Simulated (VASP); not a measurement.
Set up this calculation in VASP 6.6.1, as the native input.

```yaml
Task: single point
Functional: r2SCAN
Potentials_or_basis: VASP PAW PBE potentials, release 64 (Cd_sv_GW, N, Si)
Cutoff: 660 eV
k_mesh: 8 × 8 × 6
Occupations: gaussian, width 0.01 eV
Spin: no spin polarisation
Dipole_correction: no
Further_INCAR_settings: ALGO = Normal; EDIFF = 1e-06; NBANDS = 25
```

Crystal: CdSiN2.

```
Cd N Si
1.0
     3.03399    0.00000    0.00000
     0.00000    3.03399    0.00000
     0.00000    0.00000    5.11023
Cd N Si
1 2 1
Direct
  0.00000 0.00000 0.00000
  0.00000 0.50000 0.31974
  0.50000 0.00000 0.68026
  0.50000 0.50000 0.50000
```

These files were run (other wordings do the same):

POSCAR

```
CdSiN2
1.0
    3.0339884445      0.0000000000      0.0000000000
    0.0000000000      3.0339884445      0.0000000000
    0.0000000000      0.0000000000      5.1102333224
Cd N Si
1 2 1
Direct
    0.0000000000      0.0000000000      0.0000000000
    0.0000000000      0.5000000000      0.3197391382
    0.5000000000      0.0000000000      0.6802608618
    0.5000000000      0.5000000000      0.5000000000
```

INCAR.step1

```
SYSTEM = CdSiN2
PREC     = Accurate       ! precision mode
ENCUT    = 660            ! plane-wave cutoff, eV
ISMEAR   = 0              ! smearing method
SIGMA    = 0.01           ! smearing width, eV
LREAL    = .False.        ! projectors in reciprocal space
LASPH    = .True.         ! aspherical terms in the spheres
NELM     = 120            ! most SCF steps
NBANDS   = 25             ! bands
GGA      = PE             ! functional
ALGO     = Normal         ! electronic algorithm
EDIFF    = 1E-5           ! SCF threshold, eV
LWAVE    = .True.         ! write WAVECAR
LCHARG   = .False.        ! write CHGCAR
GGA_COMPAT= .False.
```

INCAR.step2

```
SYSTEM = CdSiN2
PREC     = Accurate       ! precision mode
ENCUT    = 660            ! plane-wave cutoff, eV
EDIFF    = 1E-6           ! SCF threshold, eV
ISMEAR   = 0              ! smearing method
SIGMA    = 0.01           ! smearing width, eV
LREAL    = .False.        ! projectors in reciprocal space
LASPH    = .True.         ! aspherical terms in the spheres
NELM     = 120            ! most SCF steps
ALGO     = Normal         ! electronic algorithm
ISIF     = 2              ! what is computed and relaxed
LWAVE    = .False.        ! write WAVECAR
LCHARG   = .False.        ! write CHGCAR
METAGGA  = R2SCAN         ! meta-GGA
LMIXTAU  = .True.       
NBANDS   = 25             ! bands
ISTART   = 1            
GGA_COMPAT= .False.
```

KPOINTS

```
regular mesh
0
Gamma
  8 8 6
  0 0 0
```

Potentials or basis: VASP PAW PBE potentials, release 64 (Cd_sv_GW, N, Si).

The run is started by

```sh
$ cat potpaw_PBE.64/Cd_sv_GW/POTCAR potpaw_PBE.64/N/POTCAR potpaw_PBE.64/Si/POTCAR > POTCAR
$ cp INCAR.step1 INCAR
$ mpirun -np 1 vasp_std > vasp.out
$ cp INCAR.step2 INCAR
$ mpirun -np 1 vasp_std > vasp.out
```

Results of the run:

| Quantity | Value |
| --- | --- |
| Pressure | -0.1 GPa |
| Largest force | 0.009 eV/Å |
| Band gap on the k mesh | 1.53 eV (least direct gap 1.56 eV) |

Caveat: the PAW data sets were made with another functional, which shifts forces and pressure a little.

Run time: 3.5 min on 1 thread of AMD EPYC 9R45 96-Core Processor (Zen 5), on a shared host, peak memory 0.25 GiB.
